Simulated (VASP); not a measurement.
# Ta (P6_3/mmc) in VASP: relaxation of cell and atoms with PBE

Aim: the relaxation of cell and atoms of Ta with PBE.

Program: VASP 6.6.1. These are calculated values, not measurements. Logs are shortened: lines on timing, memory, paths and dates and some standing lists are left out, and cuts for length are marked.

**1. The cell of the first run**

Symmetry: P6_3/mmc, No. 194, hexagonal system. Conventional cell: a = 2.839 Å, b = 2.839 Å, c = 4.599 Å, α = 90.00°, β = 90.00°, γ = 120.00°. Ta (site symmetry -6m2) has 12 Ta at 2.82 to 2.84 Å within 3.7 Å.

**2. Relaxation of cell and atoms, PBE**

Input file INCAR:

```
PREC = Accurate ; ENCUT = 600
EDIFF = 1E-7 ; ISMEAR = -1
SIGMA = 0.03 ; LREAL = False
LASPH = True ; NELM = 100
ALGO = Normal ; ISIF = 3
LWAVE = False ; LCHARG = False
GGA = PE ; IBRION = 2
NSW = 100 ; EDIFFG = -0.005
```

Input file KPOINTS:

```
regular mesh
0
Gamma
  13 13 7
```

Input file POSCAR:

```
Ta
1.0
    2.8389951296      0.0000000000      0.0000000000
   -1.4194975648      2.4586419035      0.0000000000
    0.0000000000      0.0000000000      4.5991721100
Ta
2
Direct
    0.3333333333      0.6666666667      0.2500000000
    0.6666666667      0.3333333333      0.7500000000
```

Potentials or basis: VASP PAW PBE potentials, release 64 (Ta_pv).

Launch:

```bash
$ cat potpaw_PBE.64/Ta_pv/POTCAR > POTCAR
$ mpirun -np 1 vasp_std > vasp.out
```

OUTCAR:

```text
PREC = Accurate
   ENCUT = 600
   EDIFF = 1E-7
   ISMEAR = -1
   LREAL = False
   LASPH = True
   NELM = 100
   ISIF = 3
   GGA = PE
   IBRION = 2
   NSW = 100
   EDIFFG = -0.005

 ion  position               nearest neighbor table
   1  0.333  0.667  0.250-   2 2.82   2 2.82   2 2.82   2 2.82   2 2.82   2 2.82
   2  0.667  0.333  0.750-   1 2.82   1 2.82   1 2.82   1 2.82   1 2.82   1 2.82

  LATTYP: Found a hexagonal cell.
 ALAT       =     2.8389951296
 C/A-ratio  =     1.6200000000

  Lattice vectors:

 A1 = (   2.8389951296,   0.0000000000,   0.0000000000)
 A2 = (  -1.4194975648,   2.4586419035,   0.0000000000)
 A3 = (   0.0000000000,   0.0000000000,   4.5991721100)

Analysis of symmetry for initial positions (statically):
=====================================================================
 Subroutine PRICEL returns:
 Original cell was already a primitive cell.

 Routine SETGRP: Setting up the symmetry group for a
 hexagonal supercell.

 Subroutine GETGRP returns: Found 24 space group operations
 (whereof 12 operations were pure point group operations)
 out of a pool of 24 trial point group operations.

The static configuration has the point symmetry D_3d.
 The point group associated with its full space group is D_6h.

Analysis of symmetry for dynamics (positions and initial velocities):
=====================================================================
 Subroutine PRICEL returns:
 Original cell was already a primitive cell.

 Routine SETGRP: Setting up the symmetry group for a
 hexagonal supercell.

 Subroutine GETGRP returns: Found 24 space group operations
 (whereof 12 operations were pure point group operations)
 out of a pool of 24 trial point group operations.

The dynamic configuration has the point symmetry D_3d.
 The point group associated with its full space group is D_6h.

 Subroutine INISYM returns: Found 24 space group operations
 (whereof 12 operations are pure point group operations),
 and found     1 'primitive' translations

----------------------------------------------------------------------------------------

                                     Primitive cell

  volume of cell :      32.1026

  direct lattice vectors                    reciprocal lattice vectors
     2.838995130  0.000000000  0.000000000     0.352237307  0.203364304  0.000000000
    -1.419497565  2.458641903  0.000000000     0.000000000  0.406728608  0.000000000
     0.000000000  0.000000000  4.599172110     0.000000000  0.000000000  0.217430437

  length of vectors
     2.838995130  2.838995130  4.599172110     0.406728608  0.406728608  0.217430437

  position of ions in fractional coordinates (direct lattice)
     0.333333333  0.666666667  0.250000000
     0.666666667  0.333333333  0.750000000

  ion indices of the primitive-cell ions
   primitive index   ion index
                 1           1
                 2           2

----------------------------------------------------------------------------------------

 KPOINTS: regular mesh

Automatic generation of k-mesh.
 Grid dimensions read from file:
 generate k-points for:   13   13    7

 Generating k-lattice:

  Cartesian coordinates                     Fractional coordinates (reciprocal lattice)
     0.027095177  0.015643408  0.000000000     0.076923077  0.000000000  0.000000000
     0.000000000  0.031286816  0.000000000     0.000000000  0.076923077  0.000000000
     0.000000000  0.000000000  0.031061491     0.000000000  0.000000000  0.142857143

  Length of vectors
     0.031286816  0.031286816  0.031061491

  Shift w.r.t. Gamma in fractional coordinates (k-lattice)
     0.000000000  0.000000000  0.000000000

 Subroutine IBZKPT returns following result:
 ===========================================

 Found     84 irreducible k-points:

 Following reciprocal coordinates:
            Coordinates               Weight
  0.000000  0.000000  0.000000      1.000000
  0.076923 -0.000000  0.000000      6.000000
  0.153846 -0.000000  0.000000      6.000000
  0.230769 -0.000000  0.000000      6.000000
  0.307692 -0.000000  0.000000      6.000000
  0.384615  0.000000  0.000000      6.000000
[... 16 lines left out ...]
  0.076923 -0.000000  0.142857     12.000000
  0.153846 -0.000000  0.142857     12.000000
 [... further k-points ...]
   k-points           NKPTS =     84   k-points in BZ     NKDIM =     84   number of bands    NBANDS=     15
   number of dos      NEDOS =    301   number of ions     NIONS =      2
   total plane-waves  NPLWV =  23040
   dimension x,y,z NGX =    24 NGY =   24 NGZ =   40
   dimension x,y,z NGXF=    48 NGYF=   48 NGZF=   80
   ions per type =               2
   NGX,Y,Z   is equivalent  to a cutoff of  14.05, 14.05, 14.46 a.u.
   NGXF,Y,Z  is equivalent  to a cutoff of  28.11, 28.11, 28.92 a.u.
 SYSTEM =  unknown system
   PREC   = accura    normal or accurate (medium, high low for compatibility)
   ISTART =      0    job   : 0-new  1-cont  2-samecut
   ICHARG =      2    charge: 1-file 2-atom 10-const
   ISPIN  =      1    spin polarized calculation?
   LNONCOLLINEAR =      F non collinear calculations
   LSORBIT =      F    spin-orbit coupling
   LASPH  =      T    aspherical Exc in radial PAW
   ENCUT  =  600.0 eV  44.10 Ry    6.64 a.u.   5.67  5.67  9.19*2*pi/ulx,y,z
   NELM   =    100;   NELMIN=  2; NELMDL= -5     # of ELM steps
   EDIFF  = 0.1E-06   stopping-criterion for ELM
   LREAL  =      F    real-space projection
   EDIFFG = -.5E-02   stopping-criterion for IOM
   NSW    =    100    number of steps for IOM
   IBRION =      2    ionic relax: 0-MD 1-quasi-New 2-CG
   NFREE  =      1    steps in history (QN), initial steepest desc. (CG)
   ISIF   =      3    stress and relaxation
   ISYM   =      2    0-nonsym 1-usesym 2-fastsym
   POTIM  = 0.5000    time-step for ionic-motion
   TEBEG  =    0.0;   TEEND  =   0.0 temperature during run
   PSTRESS=    0.0 pullay stress
   NELECT =      22.0000    total number of electrons
   NUPDOWN=      -1.0000    fix difference up-down
   EMIN   =  10.00;   EMAX   =-10.00  energy-range for DOS
   EFERMI =   0.00;   METHOD = LEGACY
   ISMEAR =    -1;   SIGMA  =   0.03  broadening in eV -4-tet -1-fermi 0-gaus
   EFERMI_NEDOS =   21; number of points for ismear=-14 and -15
   IALGO  =     38    algorithm
   IMIX   =      4    mixing-type and parameters
     AMIX     =   0.40;   BMIX     =  1.00
     AMIX_MAG =   1.60;   BMIX_MAG =  1.00
  volume/ion in A,a.u.               =      16.05       108.32
  Fermi-wavevector in a.u.,A,eV,Ry     =   1.443342  2.727521 28.344141  2.083236
  Thomas-Fermi vector in A             =   2.561760
   LORBIT       =      0    0 simple, 1 ext, 2 COOP (PROOUT), +10 PAW based schemes
   GGA     = PE    functional components
   LHFCALC =     F    Hartree Fock is set to
   AEXX    =    0.0000 exact exchange contribution
   IVDW    =     0    specifies the selected vdW correction
   LEPSILON=     F    determine dielectric tensor
   LRPA    =     F    only Hartree local field effects (RPA)
 conjugate gradient relaxation of ions
 non-spin polarized calculation
  energy-cutoff  :      600.00
  volume of cell :       32.10
 maximum number of plane-waves:      1093
 NGX is ok and might be reduce to    24
   NGX = 11   NGY = 11   NGZ = 19

--------------------------------------- Ionic step        1  -------------------------------------------

 number of electron      21.9999999 magnetization

 Free energy of the ion-electron system (eV)
  ---------------------------------------------------
  ext. energy  EPLUGINS =         0.00000000
  ---------------------------------------------------
  free energy    TOTEN  =       -22.38575306 eV

  energy without entropy =      -22.37761998  energy(sigma->0) =      -22.38168652

------------------------ aborting loop because EDIFF is reached ----------------------------------------

  FORCE on cell =-STRESS in cart. coord.  units (eV):
  Direction    XX          YY          ZZ          XY          YZ          ZX
  --------------------------------------------------------------------------------------
  -------------------------------------------------------------------------------------
  Total        7.0146112      7.0146112      9.5924456     -0.0000000      0.0000000      0.0000000
  in kB      350.0858850    350.0858850    478.7406881     -0.0000000      0.0000000      0.0000000
  external PRESSURE =     392.9708194 kB  Pullay stress =       0.0000000 kB
[... 21 lines left out ...]
  energy  without entropy=      -22.3776199837  energy(sigma->0) =      -22.38168652

--------------------------------------- Ionic step        2  -------------------------------------------

 number of electron      21.9999990 magnetization

 E-fermi :   3.0029     XC(G=0): -10.6720

 val. band max:        2.9968920448   @ k =   0.1538   0.1538   0.1429
 cond. band min:       3.0060023704   @ k =   0.3077   0.0769   0.4286
 fundamental gap:      0.0091103256
 Fermi energy:         3.0029450859

 k-point     1 :       0.0000    0.0000    0.0000
  band No.  band energies     occupation
      1     -32.1059      2.00000
      2     -31.8696      2.00000
      3     -31.8696      2.00000
      4     -31.8683      2.00000
      5     -31.8394      2.00000
      6     -31.8394      2.00000
      7      -3.6425      2.00000
      8      -0.6098      2.00000
      9       2.7243      1.99981
     10       3.0119      0.85136
     11       3.4359      0.00000
     12       3.4359      0.00000
     13       3.8146      0.00000
     14       3.8146      0.00000
     15       4.6861      0.00000
[... 479 lines left out ...]
  FREE ENERGIE OF THE ION-ELECTRON SYSTEM (eV)
  ---------------------------------------------------
  free  energy   TOTEN  =       -22.9929765500 eV

  energy  without entropy=      -22.9853159716  energy(sigma->0) =      -22.98914626

[... ionic steps 4 to 7 ...]

--------------------------------------- Ionic step        8  -------------------------------------------

 number of electron      22.0000003 magnetization

------------------------ aborting loop because EDIFF is reached ----------------------------------------

  FORCE on cell =-STRESS in cart. coord.  units (eV):
  Direction    XX          YY          ZZ          XY          YZ          ZX
  --------------------------------------------------------------------------------------
  -------------------------------------------------------------------------------------
  Total       -0.0628936     -0.0628936     -0.0707336      0.0000000     -0.0000000      0.0000000
  in kB       -2.6842008     -2.6842008     -3.0188006      0.0000000     -0.0000000      0.0000000
  external PRESSURE =      -2.7957341 kB  Pullay stress =       0.0000000 kB
[... 57 lines left out ...]
  energy  without entropy=      -23.0607369279  energy(sigma->0) =      -23.06462484

--------------------------------------- Ionic step       10  -------------------------------------------

 number of electron      22.0000003 magnetization

 Free energy of the ion-electron system (eV)
  ---------------------------------------------------
  ext. energy  EPLUGINS =         0.00000000
  ---------------------------------------------------
  free energy    TOTEN  =       -23.06868263 eV

  energy without entropy =      -23.06088477  energy(sigma->0) =      -23.06478370

 E-fermi :   5.5708     XC(G=0): -12.4046

 val. band max:        5.5687846871   @ k =   0.0769   0.0769   0.4286
 cond. band min:       5.5724480001   @ k =   0.1538   0.0769   0.0000
 fundamental gap:      0.0036633131
 Fermi energy:         5.5707943894

 k-point     1 :       0.0000    0.0000    0.0000
  band No.  band energies     occupation
      1     -28.9700      2.00000
      2     -28.1309      2.00000
      3     -28.0390      2.00000
      4     -28.0390      2.00000
      5     -27.9522      2.00000
      6     -27.9522      2.00000
      7      -2.5898      2.00000
      8       0.7117      2.00000
      9       5.1160      2.00000
     10       5.5426      1.43752
     11       6.1879      0.00000
     12       6.1879      0.00000
     13       6.7711      0.00000
     14       6.7711      0.00000
     15       8.5099      0.00000
[... 443 lines left out ...]
  FREE ENERGIE OF THE ION-ELECTRON SYSTEM (eV)
  ---------------------------------------------------
  free  energy   TOTEN  =       -23.0686826328 eV

  energy  without entropy=      -23.0608847699  energy(sigma->0) =      -23.06478370

 reached required accuracy - stopping structural energy minimisation
```

Wall time 4.2 min (1 thread of Intel Xeon Platinum 8259CL at 2.50GHz (Skylake/Cascade Lake), shared host); peak memory 0.19 GiB.

What came out:

* Free energy: -23.0687 eV
* Relaxed volume: 18.74 Å³/atom
* Relaxed cell: a = 2.904 Å, b = 2.904 Å, c = 5.131 Å, α = 90.00°, β = 90.00°, γ = 120.00°
* Space group after relaxing (to 0.05 Å): P6_3/mmc (No. 194)
* Energy gained by relaxing: 341.5 meV/atom
* Ionic steps: 10
* Pressure after relaxing: 0.0 GPa
* Band gap on the k mesh: zero (band 11 reaches 6.66 eV, above the bottom of band 12 at 5.03 eV)

Step by step:
| step | energy change (eV) | largest force (eV/Å) | pressure (GPa) | volume (Å³) |
| --- | --- | --- | --- | --- |
| 1 | 0.0000 | 0.0000 | 39.30 | 32.10 |
| 2 | 1.7147 | 0.0000 | -33.63 | 54.04 |
| 3 | -0.6072 | 0.0000 | -4.21 | 38.33 |
| 4 | -0.6150 | 0.0000 | -1.32 | 37.72 |
| 5 | -0.6152 | 0.0000 | -0.71 | 37.61 |
| 6 | -0.6790 | 0.0000 | -0.48 | 37.57 |
| 7 | -0.6828 | 0.0000 | -0.32 | 37.55 |
| 8 | -0.6829 | 0.0000 | -0.28 | 37.54 |
| 9 | -0.6828 | 0.0000 | 0.53 | 37.38 |
| 10 | -0.6829 | 0.0000 | -0.01 | 37.48 |

Final structure:
```
CELL_PARAMETERS angstrom
2.90426 0.00000 0.00000
-1.45213 2.51516 0.00000
0.00000 0.00000 5.13131
ATOMIC_POSITIONS crystal
Ta 0.33333 0.66667 0.25000
Ta 0.66667 0.33333 0.75000
```

Levels at points of the mesh, in eV from the Fermi level:
```csv
k point,band 8,band 9,band 10,band 11,band 12,band 13,band 14,band 15
"(0.00, 0.00, 0.00)",-4.86,-0.45,-0.03,0.62,0.62,1.20,1.20,2.94
```

Caveat: the volume moved by over 15 % at a fixed basis, so the end points are rough; spin-orbit coupling is left out, which moves the levels of the heavy elements.
